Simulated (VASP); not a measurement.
Write the native input for VASP 6.6.1 that does the following.

```yaml
Task: single point
Functional: PBEsol
Potentials_or_basis: VASP PAW PBE potentials, release 64 (Al)
Cutoff: 500 eV
k_mesh: 5 × 5 × 3
Occupations: fermi-dirac, width 0.15 eV
Spin: no spin polarisation
Dipole_correction: no
Further_INCAR_settings: ALGO = Normal; EDIFF = 1e-06; NBANDS = 10
```

The structure of Al lies in POSCAR:

```
Al
1.0
    2.8124550000      0.0000000000      0.0000000000
   -1.4062275000      2.4356574770      0.0000000000
    0.0000000000      0.0000000000      4.8668500000
Al
2
Direct
    0.6666666667      0.3333333333      0.7500000000
    0.3333333333      0.6666666667      0.2500000000
```

This isn't the form of Al at room conditions, which is fcc.

The input as run:

INCAR

```
SYSTEM = Al
  ALGO = Normal
  EDIFF = 1E-6
  ENCUT = 500
  GGA = PS
  GGA_COMPAT = .False.
  ISIF = 2
  ISMEAR = -1
  LASPH = .True.
  LCHARG = .False.
  LREAL = .False.
  LWAVE = .False.
  NBANDS = 10
  NELM = 120
  PREC = Accurate
  SIGMA = 0.15
```

KPOINTS

```
k-points
0
Gamma
  5 5 3
  0 0 0
```

Potentials or basis: VASP PAW PBE potentials, release 64 (Al).

The run is started by

```bash
$ cat potpaw_PBE.64/Al/POTCAR > POTCAR
$ mpirun -np 1 vasp_std > vasp.out
```

It gave:

- Pressure: -1.0 GPa
- Band gap on the k mesh: zero (bands 3 and 4 overlap by 3.22 eV)

Caveat: the k points lie up to 0.52 Å⁻¹ apart, too coarse for converged energies and pressures of a metal; the PAW data sets were made with another functional, which shifts forces and pressure a little.

Run time: 3.8 s on 1 thread of AMD EPYC 7R13, on a shared host, peak memory 0.11 GiB.
